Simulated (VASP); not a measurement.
The system is Cu.

```
Cu
1.0
    -1.44279    1.44279    1.37608
     1.44279   -1.44279    1.37608
     1.44279    1.44279   -1.37608
Cu
1
Cartesian
  0.0000 0.0000 0.0000
```

```yaml
Program: VASP 6.6.1
Task: relaxation of cell and atoms
Functional: LDA
Potentials_or_basis: VASP PAW LDA potentials, release 64 (Cu_sv_GW)
Cutoff: 820 eV
k_mesh: 16 × 16 × 16
Occupations: fermi-dirac, width 0.1 eV
Spin: no spin polarisation
```

At the start: pressure -8.6 GPa; volume 11.46 Å³/atom.

Q: How do energy, volume and symmetry change on relaxing?

A: Over 3 steps the energy falls by 15.6 meV/atom and the volume is 10.91 Å³/atom (-4.8 %); space group I4/mmm (No. 139, to 0.1 Å) before and after.

Step by step:
| step | energy change (eV) | largest force (eV/Å) | pressure (GPa) | volume (Å³) |
| --- | --- | --- | --- | --- |
| 1 | 0.0000 | 0.0000 | -8.62 | 11.46 |
| 2 | -0.0032 | 0.0000 | 9.19 | 10.47 |
| 3 | -0.0156 | 0.0000 | -0.03 | 10.91 |

Final structure:
```yaml
crystal:
  lattice:
    - [-1.41982, 1.41982, 1.35346]
    - [1.41982, -1.41982, 1.35346]
    - [1.41982, 1.41982, -1.35346]
  atoms:
    - { symbol: Cu, position: [0.00000, 0.00000, 0.00000] }
```
